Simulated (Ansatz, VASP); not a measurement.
# Two plane-wave programs on Ag2O

```
Ag O
1.0
     4.81216    0.00000    0.00000
     0.00000    4.81216    0.00000
     0.00000    0.00000    4.81216
Ag O
4 2
Direct
  0.75000 0.75000 0.75000
  0.25000 0.25000 0.75000
  0.25000 0.75000 0.25000
  0.75000 0.25000 0.25000
  0.00000 0.00000 0.00000
  0.50000 0.50000 0.50000
```

Alike in both runs: functional PBE; k mesh 6 × 6 × 6; occupations gaussian, width 0.1 eV; no spin polarisation.

Ansatz relaxed the structure, and its values are those at the end. VASP's run is a single point on that final structure, the one shown.

|  | VASP | Ansatz |
| --- | --- | --- |
| version | VASP 6.6.1 | Ansatz 0.2.0 |
| potentials or method | VASP PAW PBE potentials, release 64 (Ag, O), cutoff 600 eV | scalar-relativistic, plane waves, PAW |
| valence electrons in the cell | 56 | 88 |

|  | VASP | Ansatz | Ansatz less VASP |
| --- | --- | --- | --- |
| gap on the k mesh at the Fermi level (eV) | none | none | - |
| pressure (GPa) | -0.1 | 0.0 | +0.15 |

A gap of «none» marks a metal or a gap that the smearing closes. The functional is the same, so the differences come from potentials, cutoffs and numerics. VASP's potentials hold 56 valence electrons a cell and Ansatz's 88, so a difference there can come from the potentials and not from the codes.
